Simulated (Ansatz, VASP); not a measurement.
# Two plane-wave programs on Hf2H

```
CELL_PARAMETERS angstrom
0.00000 2.92018 2.92018
2.92018 0.00000 2.92018
2.92018 2.92018 0.00000
ATOMIC_POSITIONS crystal
Hf 0.25000 0.25000 0.25000
Hf 0.75000 0.75000 0.75000
H 0.00000 0.00000 0.00000
```

Change from the starting cell: species swapped into the Mg2Si type (Fm-3m, No. 225).

Alike in both runs: task relaxation of cell and atoms; functional PBE; k mesh 14 × 14 × 14; occupations gaussian, width 0.1 eV; no spin polarisation.

```csv
,VASP,Ansatz
version,VASP 6.6.1,Ansatz 0.2.0
potentials or method,"VASP PAW PBE potentials, release 64 (Hf_pv, H), cutoff 600 eV","scalar-relativistic, plane waves, PAW"
valence electrons in the cell,21,53
```

```csv
,VASP,Ansatz,Ansatz less VASP
"gap on the k mesh at the Fermi level, each at its own relaxed structure (eV)",none,none,-
relaxed volume (Å³/atom),16.37,16.44,+0.069
relaxed cell length with the largest relative difference (Å),4.110,4.116,+0.0058
```

A gap of «none» marks a metal or a gap that the smearing closes. VASP's potentials hold 21 valence electrons a cell and Ansatz's 53, so a difference there can come from the potentials and not from the codes.

Spin-orbit coupling is off throughout.
